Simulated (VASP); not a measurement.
# GaSb (I-4m2) in VASP: single point with PBEsol

Aim: the single point of GaSb with PBEsol.

Program: VASP 6.6.1. These are calculated values, not measurements. Logs are shortened: lines on timing, memory, paths and dates and some standing lists are left out, and cuts for length are marked.

## 1. The cell of the first run

Symmetry: I-4m2, No. 119, tetragonal system. Conventional cell: a = 4.321 Å, b = 4.321 Å, c = 5.882 Å, α = 90.00°, β = 90.00°, γ = 90.00°. Within 3.4 Å of Ga (site symmetry -4m2) lie 4 Sb at 2.61 Å. Within 3.4 Å of Sb (site symmetry -4m2) lie 4 Ga at 2.61 Å.

## 2. Single point, PBEsol (strain -0.0375 x Voigt [0, 1, 0, 0, 0, 0])

File INCAR:

```
ALGO = Normal
EDIFF = 1E-6
ENCUT = 520
GGA = PS
ISIF = 2
ISMEAR = 0
LASPH = True
LCHARG = False
LREAL = False
LWAVE = False
NBANDS = 16
NELM = 60
PREC = Accurate
SIGMA = 0.15
```

File KPOINTS:

```
k-points
0
Gamma
  18 18 18
```

File POSCAR:

```
GaSb
1.0
    0.0000000000      2.9410285688      3.0556140975
    3.0556140975      0.0000000000      3.0556140975
    3.0556140975      2.9410285688      0.0000000000
Ga Sb
1 1
Direct
    0.0000000000      0.0000000000      0.0000000000
    0.7500000000      0.7500000000      0.7500000000
```

Potentials or basis: VASP PAW PBE potentials, release 64 (Ga_d, Sb).

The run is started by

```bash
$ cat potpaw_PBE.64/Ga_d/POTCAR potpaw_PBE.64/Sb/POTCAR > POTCAR
$ mpirun -np 1 vasp_std > vasp.out
```

OUTCAR:

```text
EDIFF = 1E-6
   ENCUT = 520
   GGA = PS
   ISIF = 2
   ISMEAR = 0
   LASPH = True
   LREAL = False
   NELM = 60
   PREC = Accurate

 ion  position               nearest neighbor table
   1  0.000  0.000  0.000-   2 2.61   2 2.61   2 2.61   2 2.61
   2  0.750  0.750  0.750-   1 2.61   1 2.61   1 2.61   1 2.61

  LATTYP: Found a body centered tetragonal cell.
 ALAT       =     4.3212908981
 C/A-ratio  =     1.3611805538

  Lattice vectors:

 A1 = (   0.0000000000,  -2.9410285688,   3.0556140975)
 A2 = (   0.0000000000,  -2.9410285688,  -3.0556140975)
 A3 = (   3.0556140975,   2.9410285688,   0.0000000000)

Analysis of symmetry for initial positions (statically):
=====================================================================
 Subroutine PRICEL returns:
 Original cell was already a primitive cell.

 Routine SETGRP: Setting up the symmetry group for a
 body centered tetragonal supercell.

 Subroutine GETGRP returns: Found  8 space group operations
 (whereof  8 operations were pure point group operations)
 out of a pool of 16 trial point group operations.

The static configuration has the point symmetry D_2d.

Analysis of symmetry for dynamics (positions and initial velocities):
=====================================================================
 Subroutine PRICEL returns:
 Original cell was already a primitive cell.

 Routine SETGRP: Setting up the symmetry group for a
 body centered tetragonal supercell.

 Subroutine GETGRP returns: Found  8 space group operations
 (whereof  8 operations were pure point group operations)
 out of a pool of 16 trial point group operations.

The dynamic configuration has the point symmetry D_2d.

 Subroutine INISYM returns: Found  8 space group operations
 (whereof  8 operations are pure point group operations),
 and found     1 'primitive' translations

----------------------------------------------------------------------------------------

                                     Primitive cell

  volume of cell :      54.9195

  direct lattice vectors                    reciprocal lattice vectors
     0.000000000  2.941028569  3.055614097    -0.163633229  0.170008549  0.163633229
     3.055614097  0.000000000  3.055614097     0.163633229 -0.170008549  0.163633229
     3.055614097  2.941028569  0.000000000     0.163633229  0.170008549 -0.163633229

  length of vectors
     4.241040740  4.321290898  4.241040740     0.287149045  0.287149045  0.287149045

  position of ions in fractional coordinates (direct lattice)
     0.000000000  0.000000000  0.000000000
     0.750000000  0.750000000  0.750000000

  ion indices of the primitive-cell ions
   primitive index   ion index
                 1           1
                 2           2

----------------------------------------------------------------------------------------

 KPOINTS: k-points

Automatic generation of k-mesh.
 Grid dimensions read from file:
 generate k-points for:   18   18   18

 Generating k-lattice:

  Cartesian coordinates                     Fractional coordinates (reciprocal lattice)
    -0.009090735  0.009444919  0.009090735     0.055555556  0.000000000  0.000000000
     0.009090735 -0.009444919  0.009090735     0.000000000  0.055555556  0.000000000
     0.009090735  0.009444919 -0.009090735     0.000000000  0.000000000  0.055555556

  Length of vectors
     0.015952725  0.015952725  0.015952725

  Shift w.r.t. Gamma in fractional coordinates (k-lattice)
     0.000000000  0.000000000  0.000000000

 Subroutine IBZKPT returns following result:
 ===========================================

 Found    480 irreducible k-points:

 Following reciprocal coordinates:
            Coordinates               Weight
  0.000000  0.000000  0.000000      1.000000
  0.055556  0.000000  0.000000      8.000000
  0.111111  0.000000  0.000000      8.000000
  0.166667  0.000000  0.000000      8.000000
  0.222222  0.000000  0.000000      8.000000
  0.277778  0.000000 -0.000000      8.000000
[... 16 lines left out ...]
 -0.277778  0.055556  0.000000     16.000000
 -0.222222  0.055556  0.000000     16.000000
 [... further k-points ...]
   k-points           NKPTS =    480   k-points in BZ     NKDIM =    480   number of bands    NBANDS=     16
   number of dos      NEDOS =    301   number of ions     NIONS =      2
   total plane-waves  NPLWV =  32768
   dimension x,y,z NGX =    32 NGY =   32 NGZ =   32
   dimension x,y,z NGXF=    64 NGYF=   64 NGZF=   64
   ions per type =               1   1
   NGX,Y,Z   is equivalent  to a cutoff of  12.54, 12.31, 12.54 a.u.
   NGXF,Y,Z  is equivalent  to a cutoff of  25.09, 24.62, 25.09 a.u.
 SYSTEM =  unknown system
   PREC   = accura    normal or accurate (medium, high low for compatibility)
   ISTART =      0    job   : 0-new  1-cont  2-samecut
   ICHARG =      2    charge: 1-file 2-atom 10-const
   ISPIN  =      1    spin polarized calculation?
   LNONCOLLINEAR =      F non collinear calculations
   LSORBIT =      F    spin-orbit coupling
   LASPH  =      T    aspherical Exc in radial PAW
   ENCUT  =  520.0 eV  38.22 Ry    6.18 a.u.   7.89  8.03  7.89*2*pi/ulx,y,z
   NELM   =     60;   NELMIN=  2; NELMDL= -5     # of ELM steps
   EDIFF  = 0.1E-05   stopping-criterion for ELM
   LREAL  =      F    real-space projection
   EDIFFG = 0.1E-04   stopping-criterion for IOM
   NSW    =      0    number of steps for IOM
   IBRION =     -1    ionic relax: 0-MD 1-quasi-New 2-CG
   NFREE  =      0    steps in history (QN), initial steepest desc. (CG)
   ISIF   =      2    stress and relaxation
   ISYM   =      2    0-nonsym 1-usesym 2-fastsym
   POTIM  = 0.5000    time-step for ionic-motion
   TEBEG  =    0.0;   TEEND  =   0.0 temperature during run
   PSTRESS=    0.0 pullay stress
   NELECT =      18.0000    total number of electrons
   NUPDOWN=      -1.0000    fix difference up-down
   EMIN   =  10.00;   EMAX   =-10.00  energy-range for DOS
   EFERMI =   0.00;   METHOD = LEGACY
   ISMEAR =     0;   SIGMA  =   0.15  broadening in eV -4-tet -1-fermi 0-gaus
   EFERMI_NEDOS =   21; number of points for ismear=-14 and -15
   IALGO  =     38    algorithm
   IMIX   =      4    mixing-type and parameters
     AMIX     =   0.40;   BMIX     =  1.00
     AMIX_MAG =   1.60;   BMIX_MAG =  1.00
  volume/ion in A,a.u.               =      27.46       185.31
  Fermi-wavevector in a.u.,A,eV,Ry     =   1.128730  2.132991 17.334264  1.274032
  Thomas-Fermi vector in A             =   2.265422
   LORBIT       =      0    0 simple, 1 ext, 2 COOP (PROOUT), +10 PAW based schemes
   GGA     = PS    functional components
   LHFCALC =     F    Hartree Fock is set to
   AEXX    =    0.0000 exact exchange contribution
   IVDW    =     0    specifies the selected vdW correction
   LEPSILON=     F    determine dielectric tensor
   LRPA    =     F    only Hartree local field effects (RPA)
 non-spin polarized calculation
 Gauss-broadening in eV      SIGMA  =   0.15
  energy-cutoff  :      520.00
  volume of cell :       54.92
 maximum number of plane-waves:      1506
   NGX = 15   NGY = 17   NGZ = 15

 number of electron      17.9999996 magnetization

 Free energy of the ion-electron system (eV)
  ---------------------------------------------------
  ext. energy  EPLUGINS =         0.00000000
  ---------------------------------------------------
  free energy    TOTEN  =        -8.13347154 eV

  energy without entropy =       -8.13338496  energy(sigma->0) =       -8.13342825

 E-fermi :   5.3833     XC(G=0):  -9.4504

 val. band max:        5.3073524510   @ k =   0.0000   0.0000   0.0000
 cond. band min:       5.4437437288   @ k =   0.0000   0.0000   0.0000
 fundamental gap:      0.1363912777
 Fermi energy:         5.3832899415

 k-point     1 :       0.0000    0.0000    0.0000
  band No.  band energies     occupation
      1      -9.9217      2.00000
      2      -9.9217      2.00000
      3      -9.9170      2.00000
      4      -9.8652      2.00000
      5      -9.8614      2.00000
      6      -6.6352      2.00000
[... 8 lines left out ...]
     15      13.5219      0.00000
     16      14.1144      0.00000

 k-point     2 :       0.0556    0.0000    0.0000
  band No.  band energies     occupation
      1      -9.9223      2.00000
      2      -9.9212      2.00000
      3      -9.9170      2.00000
      4      -9.8653      2.00000
      5      -9.8614      2.00000
      6      -6.6016      2.00000
[... 8 lines left out ...]
     15      13.2152      0.00000
     16      13.6615      0.00000

 k-point     3 :       0.1111    0.0000    0.0000
  band No.  band energies     occupation
      1      -9.9247      2.00000
      2      -9.9199      2.00000
      3      -9.9164      2.00000
      4      -9.8655      2.00000
      5      -9.8615      2.00000
      6      -6.5014      2.00000
[... 8 lines left out ...]
     15      12.8214      0.00000
     16      13.1965      0.00000

 k-point     4 :       0.1667    0.0000    0.0000
  band No.  band energies     occupation
      1      -9.9290      2.00000
      2      -9.9181      2.00000
      3      -9.9148      2.00000
      4      -9.8657      2.00000
      5      -9.8616      2.00000
      6      -6.3373      2.00000
[... 8 lines left out ...]
     15      12.5856      0.00000
     16      12.9215      0.00000
[... 324 lines left out ...]
 k-point    22 :      -0.3333    0.0556    0.0000
  band No.  band energies     occupation
      1      -9.9479      2.00000
      2      -9.9105      2.00000
      3      -9.9081      2.00000
      4      -9.8665      2.00000
      5      -9.8607      2.00000
      6      -5.4027      2.00000
[... 8 lines left out ...]
     15      13.0887      0.00000
     16      14.3486      0.00000

 k-point    23 :      -0.2778    0.0556    0.0000
  band No.  band energies     occupation
      1      -9.9429      2.00000
      2      -9.9122      2.00000
      3      -9.9100      2.00000
      4      -9.8667      2.00000
      5      -9.8610      2.00000
      6      -5.7112      2.00000
[... 8 lines left out ...]
     15      12.6409      0.00000
     16      13.7101      0.00000

 k-point    24 :      -0.2222    0.0556    0.0000
  band No.  band energies     occupation
      1      -9.9372      2.00000
      2      -9.9142      2.00000
      3      -9.9122      2.00000
      4      -9.8666      2.00000
      5      -9.8612      2.00000
      6      -5.9966      2.00000
[... 8 lines left out ...]
     15      12.5306      0.00000
     16      13.2809      0.00000

 [... further k-points ...]
[... 5 lines left out ...]
  --------------------------------------------------------------------------------------
  -------------------------------------------------------------------------------------
  Total        0.5928333      1.1303445      0.5928333      0.0000000     -0.0000000      0.0000000
  in kB       17.2948557     32.9757848     17.2948557      0.0000000     -0.0000000      0.0000000
  external PRESSURE =      22.5218321 kB  Pullay stress =       0.0000000 kB

 VOLUME and BASIS-vectors are now :
 -----------------------------------------------------------------------------
  energy-cutoff  :      520.00
  volume of cell :       54.92
      direct lattice vectors                 reciprocal lattice vectors
     0.000000000  2.941028569  3.055614097    -0.163633229  0.170008549  0.163633229
     3.055614097  0.000000000  3.055614097     0.163633229 -0.170008549  0.163633229
     3.055614097  2.941028569  0.000000000     0.163633229  0.170008549 -0.163633229

 POSITION                                       TOTAL-FORCE (eV/Angst)
 -----------------------------------------------------------------------------------
      0.00000      0.00000      0.00000         0.000000      0.000000      0.000000
      4.58342      4.41154      4.58342        -0.000000     -0.000000     -0.000000
 -----------------------------------------------------------------------------------
    total drift:                               -0.000001      0.000000     -0.000001

  FREE ENERGIE OF THE ION-ELECTRON SYSTEM (eV)
  ---------------------------------------------------
  free  energy   TOTEN  =        -8.1334715399 eV

  energy  without entropy=       -8.1333849621  energy(sigma->0) =       -8.13342825
```

It took 7.8 min on 1 thread of Oxide Virtual Turin-like, shared host; peak memory 0.49 GiB.

Results:

```yaml
Free_energy: -8.1335 eV
Pressure: 2.3 GPa
Band_gap_on_the_k_mesh: 0.14 eV
```

Caveat: the cell differs from its parent crystal (strain -0.0375 x Voigt [0, 1, 0, 0, 0, 0]); semilocal functionals underestimate gaps, and a narrow one can read as zero; the PAW data sets were made with another functional, which shifts forces and pressure a little; spin-orbit coupling is left out, which moves the levels of the heavy elements.
